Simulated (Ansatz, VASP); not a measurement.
## Two plane-wave programs on S

Contents of INCAR:

```
SYSTEM = S
PREC = Accurate
ENCUT = 520
EDIFF = 1E-7
ISMEAR = 0
SIGMA = 0.15
LREAL = .False.
LASPH = .True.
NELM = 100
ALGO = Normal
ISIF = 2
LWAVE = .False.
LCHARG = .False.
GGA = PS
NBANDS = 9
```

File KPOINTS:

```
regular mesh
0
Gamma
  22 22 22
  0 0 0
```

File POSCAR:

```
S
1.0
    0.0000000000      2.3023092951      1.4965010418
    2.3023092951      0.0000000000      1.4965010418
    2.3023092951      2.3023092951      0.0000000000
S
1
Direct
    0.0000000000      0.0000000000      0.0000000000
```

Input for Ansatz:

```yaml
crystal:
  lattice:
    - [0.0, 2.3023092951, 1.4965010418]
    - [2.3023092951, 0.0, 1.4965010418]
    - [2.3023092951, 2.3023092951, 0.0]
  atoms:
    - { symbol: S, position: [0.0, 0.0, 0.0] }
basis:
  ecutwfc: 420
kpoints:
  mp_grid: { grid: [22, 22, 22] }
hamiltonian:
  xc: pbesol
scf:
  occupations: { method: gaussian, width: 0.15 }
output:
  forces: true
  stress: true
  eigenvalues: true
```

Alike in both runs: task single point; functional PBEsol; k mesh 22 × 22 × 22; occupations gaussian, width 0.15 eV; no spin polarisation.

|  | VASP | Ansatz |
| --- | --- | --- |
| version | VASP 6.6.1 | Ansatz 0.2.0 |
| potentials or method | VASP PAW PBE potentials, release 64 (S), cutoff 520 eV | scalar-relativistic, plane waves, PAW |
| valence electrons in the cell | 6 | 6 |

Ansatz gave:

```
gap on the k mesh at the Fermi level (eV)                     : none
pressure (GPa)                                                : -5.4
traceless stress, the component that is largest in VASP (GPa) : 5.13
```

**Question.** Which values does VASP return?

**Answer.** gap on the k mesh at the Fermi level (eV): none; pressure (GPa): -5.3; traceless stress, the component that is largest in VASP (GPa): 5.15.

VASP's potentials were made for PBE, not for PBEsol. A gap of «none» marks a metal or a gap that the smearing closes. The functional is the same, so the differences come from potentials, cutoffs and numerics.
